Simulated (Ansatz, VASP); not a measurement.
# One calculation of Ga3Sb, two programs

```
CELL_PARAMETERS angstrom
-2.16298 2.16298 3.85616
2.16298 -2.16298 3.85616
2.16298 2.16298 -3.85616
ATOMIC_POSITIONS crystal
Ga 0.75000 0.25000 0.50000
Ga 0.25000 0.75000 0.50000
Ga 0.50000 0.50000 0.00000
Sb 0.00000 0.00000 0.00000
```

Alike in both runs: task single point; functional PBEsol; dispersion D3(BJ); k mesh 14 × 14 × 14; occupations gaussian, width 0.15 eV; no spin polarisation.

|  | VASP | Ansatz |
| --- | --- | --- |
| version | VASP 6.6.1 | Ansatz 0.2.0 |
| potentials or method | VASP PAW PBE potentials, release 64 (Ga_d, Sb), cutoff 520 eV | scalar-relativistic, plane waves, PAW |
| valence electrons in the cell | 44 | 54 |

Ansatz gave:

- gap on the k mesh at the Fermi level (eV): none
- pressure (GPa): 6.5

**Question.** What did VASP give for the same quantities?

**Answer.** gap on the k mesh at the Fermi level (eV): none; pressure (GPa): 6.6.

VASP's potentials were made for PBE, not for PBEsol, and Ansatz warns of the same on its side. A gap of «none» marks a metal or a gap that the smearing closes. VASP's potentials hold 44 valence electrons a cell and Ansatz's 54, so a difference there can come from the potentials and not from the codes.

Spin-orbit coupling is off throughout.
